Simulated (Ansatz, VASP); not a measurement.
## One calculation of Y, two programs

```
Y
1.0
     3.57294    0.00000    0.00000
    -1.78647    3.09426    0.00000
     0.00000    0.00000    5.61362
Y
2
Direct
  0.66667 0.33333 0.75000
  0.33333 0.66667 0.25000
```

Change from the starting cell: volume scaled by 0.94.

Alike in both runs: task single point; functional PBEsol; k mesh 8 × 8 × 5; occupations fermi-dirac, width 0.05 eV; no spin polarisation.

```csv
,VASP,Ansatz
version,VASP 6.6.1,Ansatz 0.2.0
potentials or method,"VASP PAW PBE potentials, release 64 (Y_sv), cutoff 520 eV","all-electron LAPW, scalar-relativistic"
```

Ansatz gave:

- gap on the k mesh at the Fermi level (eV): none
- pressure (GPa): 0.4
- traceless stress, the component that is largest in VASP (GPa): -0.21

Q: What did VASP give for the same quantities?

A: gap on the k mesh at the Fermi level (eV): none; pressure (GPa): 0.3; traceless stress, the component that is largest in VASP (GPa): -0.20.

VASP's potentials were made for PBE, not for PBEsol. A gap of «none» marks a metal or a gap that the smearing closes. Ansatz ran all-electron here, and VASP with PAW potentials.
